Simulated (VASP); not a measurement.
A run of VASP 6.6.1:

INCAR

```
ALGO = Normal
EDIFF = 1E-6
ENCUT = 520
GGA = PE
ISIF = 2
ISMEAR = 0
LASPH = T
LCHARG = F
LREAL = F
LWAVE = F
NBANDS = 11
NELM = 80
PREC = Accurate
SIGMA = 0.01
```

File KPOINTS:

```
k-points
0
Gamma
  8 8 8
```

POSCAR

```
MgO
1.0
    0.0000000000      2.2820056620      2.2820056620
    2.2820056620      0.0000000000      2.2820056620
    2.2820056620      2.2820056620      0.0000000000
Mg O
1 1
Direct
    0.0000000000      0.0000000000      0.0000000000
    0.2500000000      0.2500000000      0.2500000000
```

Potentials or basis: VASP PAW PBE potentials, release 64 (Mg, O).

Launch:

```bash
$ cat potpaw_PBE.64/Mg/POTCAR potpaw_PBE.64/O/POTCAR > POTCAR
$ mpirun -np 1 vasp_std > vasp.out
```

Hardware: 1 thread of AMD EPYC 7R13 Processor (Zen 3), with other jobs on the host.

**Question.** Estimate the wall time of this run.

**Answer.** Wall time 5.7 s on 1 thread of AMD EPYC 7R13 Processor (Zen 3), with other jobs on the host, peak memory 0.11 GiB. Counts: scf iterations 12, k points 29.
